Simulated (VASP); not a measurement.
Set up this calculation in VASP 6.6.1, as the native input.

```
Task                   : single point
Functional             : PBEsol
Potentials or basis    : VASP PAW PBE potentials, release 64 (Ge_d)
Cutoff                 : 520 eV
k mesh                 : 11 × 11 × 6
Occupations            : gaussian, width 0.1 eV
Spin                   : no spin polarisation
Dipole correction      : no
Further INCAR settings : ALGO = Normal; EDIFF = 1e-07; NBANDS = 21
```

The structure of Ge lies in POSCAR:

```
Ge
1.0
    2.9911060000      0.0000000000      0.0000000000
   -1.5105156329      2.5816772893      0.0000000000
    0.0000000000      0.0000000000      4.7275960000
Ge
2
Direct
    0.6665500000      0.3334500000      0.2500000000
    0.3334500000      0.6665500000      0.7500000000
```

One way to write it, as run:

INCAR

```
SYSTEM = Ge
PREC = Accurate ; ENCUT = 520
EDIFF = 1E-7 ; ISMEAR = 0
SIGMA = 0.1 ; LREAL = .FALSE.
LASPH = .TRUE. ; NELM = 80
ALGO = Normal ; ISIF = 2
LWAVE = .FALSE. ; LCHARG = .FALSE.
GGA = PS ; NBANDS = 21
```

KPOINTS

```
regular mesh
0
G
  11 11 6
  0 0 0
```

Potentials or basis: VASP PAW PBE potentials, release 64 (Ge_d).

Command:

```console
$ cat potpaw_PBE.64/Ge_d/POTCAR > POTCAR
$ mpirun -np 1 vasp_std > vasp.out
```

It gave:

| Item | Value |
| --- | --- |
| Pressure | 0.4 GPa |
| Largest force | 0.007 eV/Å |
| Band gap on the k mesh | zero (band 14 reaches 13.67 eV, above the bottom of band 15 at 4.30 eV) |

Caveat: the PAW data sets were made with another functional, which shifts forces and pressure a little.

Wall time 2.8 min on 1 thread of AMD EPYC 7R13 (shared host), peak memory 0.19 GiB.
